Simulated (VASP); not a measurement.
# CsIr4Cl (F-43m) in VASP: single point with PBE

Aim: the single point of CsIr4Cl with PBE.

Everything below comes from runs of VASP 6.6.1. Logs are shortened: lines on timing, memory, paths and dates and some standing lists are left out, and cuts for length are marked.

## (1) The cell of the first run

Symmetry: F-43m, No. 216, cubic system. Conventional cell: a = 8.482 Å, b = 8.482 Å, c = 8.482 Å, α = 90.00°, β = 90.00°, γ = 90.00°. Within 4.6 Å of Cs (site symmetry -43m) lie 12 Ir at 3.51 Å and 6 Cl at 4.24 Å. Cl (site symmetry -43m) has 4 Ir at 1.87 Å within 2.5 Å. Ir (site symmetry 3m) has 1 Cl at 1.87 Å within 2.5 Å.

## (2) Single point, PBE

The input, INCAR:

```
PREC = Accurate
ENCUT = 520
EDIFF = 1E-7
ISMEAR = -1
SIGMA = 0.1
LREAL = F
LASPH = T
NELM = 80
ALGO = Normal
ISIF = 2
LWAVE = F
LCHARG = T
GGA = PE
LELF = T
LVHAR = T
NBANDS = 35
```

The input, KPOINTS:

```
regular mesh
0
Gamma
  7 7 7
```

The input, POSCAR:

```
CsIr4Cl
1.0
    0.0000000000      4.2410030000      4.2410030000
    4.2410030000      0.0000000000      4.2410030000
    4.2410030000      4.2410030000      0.0000000000
Cs Cl Ir
1 1 4
Direct
    0.5000000000      0.5000000000      0.5000000000
    0.0000000000      0.0000000000      0.0000000000
    0.1270000000      0.1270000000      0.1270000000
    0.6190000000      0.1270000000      0.1270000000
    0.1270000000      0.1270000000      0.6190000000
    0.1270000000      0.6190000000      0.1270000000
```

Potentials or basis: VASP PAW PBE potentials, release 64 (Cs_sv, Cl, Ir).

Run with:

```bash
> cat potpaw_PBE.64/Cs_sv/POTCAR potpaw_PBE.64/Cl/POTCAR potpaw_PBE.64/Ir/POTCAR > POTCAR
> mpirun -np 1 vasp_std > vasp.out
```

OUTCAR:

```text
PREC = Accurate
   ENCUT = 520
   EDIFF = 1E-7
   ISMEAR = -1
   LREAL = F
   LASPH = T
   NELM = 80
   ISIF = 2
   GGA = PE

 ion  position               nearest neighbor table
   1  0.500  0.500  0.500-
   2  0.000  0.000  0.000-   4 1.87   5 1.87   6 1.87   3 1.87
   3  0.127  0.127  0.127-   2 1.87   4 2.95   5 2.95   6 2.95   5 3.05   6 3.05   4 3.05
   4  0.619  0.127  0.127-   2 1.87   3 2.95   5 2.95   6 2.95   5 3.05   6 3.05   3 3.05
   5  0.127  0.127  0.619-   2 1.87   3 2.95   4 2.95   6 2.95   3 3.05   6 3.05   4 3.05
   6  0.127  0.619  0.127-   2 1.87   3 2.95   4 2.95   5 2.95   3 3.05   5 3.05   4 3.05

  LATTYP: Found a face centered cubic cell.
 ALAT       =     8.4820060000

  Lattice vectors:

 A1 = (   0.0000000000,   4.2410030000,   4.2410030000)
 A2 = (   4.2410030000,   0.0000000000,   4.2410030000)
 A3 = (   4.2410030000,   4.2410030000,   0.0000000000)

Analysis of symmetry for initial positions (statically):
=====================================================================
 Subroutine PRICEL returns:
 Original cell was already a primitive cell.

 Routine SETGRP: Setting up the symmetry group for a
 face centered cubic supercell.

 Subroutine GETGRP returns: Found 24 space group operations
 (whereof 24 operations were pure point group operations)
 out of a pool of 48 trial point group operations.

The static configuration has the point symmetry T_d .

Analysis of symmetry for dynamics (positions and initial velocities):
=====================================================================
 Subroutine PRICEL returns:
 Original cell was already a primitive cell.

 Routine SETGRP: Setting up the symmetry group for a
 face centered cubic supercell.

 Subroutine GETGRP returns: Found 24 space group operations
 (whereof 24 operations were pure point group operations)
 out of a pool of 48 trial point group operations.

The dynamic configuration has the point symmetry T_d .

 Subroutine INISYM returns: Found 24 space group operations
 (whereof 24 operations are pure point group operations),
 and found     1 'primitive' translations

----------------------------------------------------------------------------------------

                                     Primitive cell

  volume of cell :     152.5583

  direct lattice vectors                    reciprocal lattice vectors
     0.000000000  4.241003000  4.241003000    -0.117896639  0.117896639  0.117896639
     4.241003000  0.000000000  4.241003000     0.117896639 -0.117896639  0.117896639
     4.241003000  4.241003000  0.000000000     0.117896639  0.117896639 -0.117896639

  length of vectors
     5.997683961  5.997683961  5.997683961     0.204202969  0.204202969  0.204202969

  position of ions in fractional coordinates (direct lattice)
     0.500000000  0.500000000  0.500000000
     0.000000000  0.000000000  0.000000000
     0.127000000  0.127000000  0.127000000
     0.619000000  0.127000000  0.127000000
     0.127000000  0.127000000  0.619000000
     0.127000000  0.619000000  0.127000000

  ion indices of the primitive-cell ions
   primitive index   ion index
                 1           1
                 2           2
                 3           3
                 4           4
                 5           5
                 6           6

----------------------------------------------------------------------------------------

 KPOINTS: regular mesh

Automatic generation of k-mesh.
 Grid dimensions read from file:
 generate k-points for:    7    7    7

 Generating k-lattice:

  Cartesian coordinates                     Fractional coordinates (reciprocal lattice)
    -0.016842377  0.016842377  0.016842377     0.142857143  0.000000000  0.000000000
     0.016842377 -0.016842377  0.016842377     0.000000000  0.142857143  0.000000000
     0.016842377  0.016842377 -0.016842377     0.000000000  0.000000000  0.142857143

  Length of vectors
     0.029171853  0.029171853  0.029171853

  Shift w.r.t. Gamma in fractional coordinates (k-lattice)
     0.000000000  0.000000000  0.000000000

 Subroutine IBZKPT returns following result:
 ===========================================

 Found     20 irreducible k-points:

 Following reciprocal coordinates:
            Coordinates               Weight
  0.000000  0.000000  0.000000      1.000000
  0.142857  0.000000  0.000000      8.000000
  0.285714  0.000000  0.000000      8.000000
  0.428571  0.000000  0.000000      8.000000
  0.142857  0.142857  0.000000      6.000000
  0.285714  0.142857  0.000000     24.000000
[... 12 lines left out ...]
 -0.428571  0.428571  0.142857     24.000000
 -0.285714  0.428571  0.142857     24.000000
   k-points           NKPTS =     20   k-points in BZ     NKDIM =     20   number of bands    NBANDS=     35
   number of dos      NEDOS =    301   number of ions     NIONS =      6
   total plane-waves  NPLWV = 110592
   dimension x,y,z NGX =    48 NGY =   48 NGZ =   48
   dimension x,y,z NGXF=    96 NGYF=   96 NGZF=   96
   ions per type =               1   1   4
   NGX,Y,Z   is equivalent  to a cutoff of  13.30, 13.30, 13.30 a.u.
   NGXF,Y,Z  is equivalent  to a cutoff of  26.61, 26.61, 26.61 a.u.
 SYSTEM =  unknown system
   PREC   = accura    normal or accurate (medium, high low for compatibility)
   ISTART =      0    job   : 0-new  1-cont  2-samecut
   ICHARG =      2    charge: 1-file 2-atom 10-const
   ISPIN  =      1    spin polarized calculation?
   LNONCOLLINEAR =      F non collinear calculations
   LSORBIT =      F    spin-orbit coupling
   LASPH  =      T    aspherical Exc in radial PAW
   ENCUT  =  520.0 eV  38.22 Ry    6.18 a.u.  11.15 11.15 11.15*2*pi/ulx,y,z
   NELM   =     80;   NELMIN=  2; NELMDL= -5     # of ELM steps
   EDIFF  = 0.1E-06   stopping-criterion for ELM
   LREAL  =      F    real-space projection
   EDIFFG = 0.1E-05   stopping-criterion for IOM
   NSW    =      0    number of steps for IOM
   IBRION =     -1    ionic relax: 0-MD 1-quasi-New 2-CG
   NFREE  =      0    steps in history (QN), initial steepest desc. (CG)
   ISIF   =      2    stress and relaxation
   ISYM   =      2    0-nonsym 1-usesym 2-fastsym
   POTIM  = 0.5000    time-step for ionic-motion
   TEBEG  =    0.0;   TEEND  =   0.0 temperature during run
   PSTRESS=    0.0 pullay stress
   NELECT =      52.0000    total number of electrons
   NUPDOWN=      -1.0000    fix difference up-down
   EMIN   =  10.00;   EMAX   =-10.00  energy-range for DOS
   EFERMI =   0.00;   METHOD = LEGACY
   ISMEAR =    -1;   SIGMA  =   0.10  broadening in eV -4-tet -1-fermi 0-gaus
   EFERMI_NEDOS =   21; number of points for ismear=-14 and -15
   IALGO  =     38    algorithm
   IMIX   =      4    mixing-type and parameters
     AMIX     =   0.40;   BMIX     =  1.00
     AMIX_MAG =   1.60;   BMIX_MAG =  1.00
  volume/ion in A,a.u.               =      25.43       171.59
  Fermi-wavevector in a.u.,A,eV,Ry     =   1.143573  2.161040 17.793156  1.307760
  Thomas-Fermi vector in A             =   2.280268
   LORBIT       =      0    0 simple, 1 ext, 2 COOP (PROOUT), +10 PAW based schemes
   GGA     = PE    functional components
   LHFCALC =     F    Hartree Fock is set to
   AEXX    =    0.0000 exact exchange contribution
   IVDW    =     0    specifies the selected vdW correction
   LEPSILON=     F    determine dielectric tensor
   LRPA    =     F    only Hartree local field effects (RPA)
 non-spin polarized calculation
  energy-cutoff  :      520.00
  volume of cell :      152.56
 maximum number of plane-waves:      4128
 NGX is ok and might be reduce to    48
   NGX = 23   NGY = 23   NGZ = 23

 number of electron      51.9999998 magnetization

 Free energy of the ion-electron system (eV)
  ---------------------------------------------------
  ext. energy  EPLUGINS =         0.00000000
  ---------------------------------------------------
  free energy    TOTEN  =       -24.24203512 eV

  energy without entropy =      -24.08639079  energy(sigma->0) =      -24.16421296

 E-fermi :   3.2629     XC(G=0):  -9.7882

 val. band max:        3.1507200330   @ k =  -0.4286   0.2857   0.1429
 cond. band min:       3.2750519989   @ k =  -0.1429   0.1429   0.0000
 fundamental gap:      0.1243319659
 Fermi energy:         3.2629329327

 k-point     1 :       0.0000    0.0000    0.0000
  band No.  band energies     occupation
      1     -18.1784      2.00000
      2     -16.9566      2.00000
      3      -7.7312      2.00000
      4      -7.7312      2.00000
      5      -7.7312      2.00000
      6      -4.1207      2.00000
[... 27 lines left out ...]
     34       6.2791      0.00000
     35       9.8433      0.00000

 k-point     2 :       0.1429    0.0000    0.0000
  band No.  band energies     occupation
      1     -18.1662      2.00000
      2     -16.9564      2.00000
      3      -7.7527      2.00000
      4      -7.7129      2.00000
      5      -7.7129      2.00000
      6      -4.1638      2.00000
[... 27 lines left out ...]
     34       6.7583      0.00000
     35       9.8621      0.00000

 k-point     3 :       0.2857    0.0000    0.0000
  band No.  band energies     occupation
      1     -18.1385      2.00000
      2     -16.9558      2.00000
      3      -7.8023      2.00000
      4      -7.6712      2.00000
      5      -7.6712      2.00000
      6      -4.2513      2.00000
[... 27 lines left out ...]
     34       7.6400      0.00000
     35       9.8993      0.00000
[... 571 lines left out ...]
 k-point    19 :      -0.4286    0.4286    0.1429
  band No.  band energies     occupation
      1     -18.0950      2.00000
      2     -16.9535      2.00000
      3      -7.9573      2.00000
      4      -7.5803      2.00000
      5      -7.5598      2.00000
      6      -4.2291      2.00000
[... 27 lines left out ...]
     34       9.0970      0.00000
     35       9.6107      0.00000

 k-point    20 :      -0.2857    0.4286    0.1429
  band No.  band energies     occupation
      1     -18.0931      2.00000
      2     -16.9536      2.00000
      3      -7.9519      2.00000
      4      -7.5872      2.00000
      5      -7.5570      2.00000
      6      -4.2282      2.00000
[... 27 lines left out ...]
     34       8.9618      0.00000
     35       9.7234      0.00000

------------------------ aborting loop because EDIFF is reached ----------------------------------------

  FORCE on cell =-STRESS in cart. coord.  units (eV):
  Direction    XX          YY          ZZ          XY          YZ          ZX
  --------------------------------------------------------------------------------------
  -------------------------------------------------------------------------------------
  Total       22.5083838     22.5083838     22.5083838     -0.0000000      0.0000000     -0.0000000
  in kB      236.3845886    236.3845886    236.3845886     -0.0000000      0.0000000     -0.0000000
  external PRESSURE =     236.3845886 kB  Pullay stress =       0.0000000 kB

 VOLUME and BASIS-vectors are now :
 -----------------------------------------------------------------------------
  energy-cutoff  :      520.00
  volume of cell :      152.56
      direct lattice vectors                 reciprocal lattice vectors
     0.000000000  4.241003000  4.241003000    -0.117896639  0.117896639  0.117896639
     4.241003000  0.000000000  4.241003000     0.117896639 -0.117896639  0.117896639
     4.241003000  4.241003000  0.000000000     0.117896639  0.117896639 -0.117896639

 POSITION                                       TOTAL-FORCE (eV/Angst)
 -----------------------------------------------------------------------------------
      4.24100      4.24100      4.24100        -0.000000     -0.000000     -0.000000
      0.00000      0.00000      0.00000        -0.000000     -0.000000     -0.000000
      1.07721      1.07721      1.07721         7.181589      7.181589      7.181589
      1.07721      3.16379      3.16379         7.181589     -7.181589     -7.181589
      3.16379      3.16379      1.07721        -7.181589     -7.181589      7.181589
      3.16379      1.07721      3.16379        -7.181589      7.181589     -7.181589
 -----------------------------------------------------------------------------------
    total drift:                               -0.000000     -0.000000     -0.000000

  FREE ENERGIE OF THE ION-ELECTRON SYSTEM (eV)
  ---------------------------------------------------
  free  energy   TOTEN  =       -24.2420351230 eV

  energy  without entropy=      -24.0863907904  energy(sigma->0) =      -24.16421296
```

Run time: 3.6 min. Hardware: 1 thread of Intel Xeon 8259CL, shared host; peak memory 0.38 GiB.

What came out:

- Free energy: -24.2420 eV
- Pressure: 23.6 GPa
- Largest force: 12.439 eV/Å
- Band gap on the k mesh: zero (bands 26 and 27 overlap by 0.88 eV)

Forces on the atoms (eV/Å):
```
Cs   0.000  0.000  0.000
Cl   0.000  0.000  0.000
Ir   7.182  7.182  7.182
Ir   7.182 -7.182 -7.182
Ir  -7.182 -7.182  7.182
Ir  -7.182  7.182 -7.182
```

Levels at points of the mesh, in eV from the Fermi level:
```csv
k point,band 24,band 25,band 26,band 27,band 28,band 29
"(0.00, 0.00, 0.00)",0.62,0.62,0.62,0.79,0.79,0.79
```

Caveat: the cell stands under pressure; spin-orbit coupling is left out, which moves the levels of the heavy elements; forces of over 1 eV/Å act on the atoms, so gaps and moduli don't describe the material at rest.
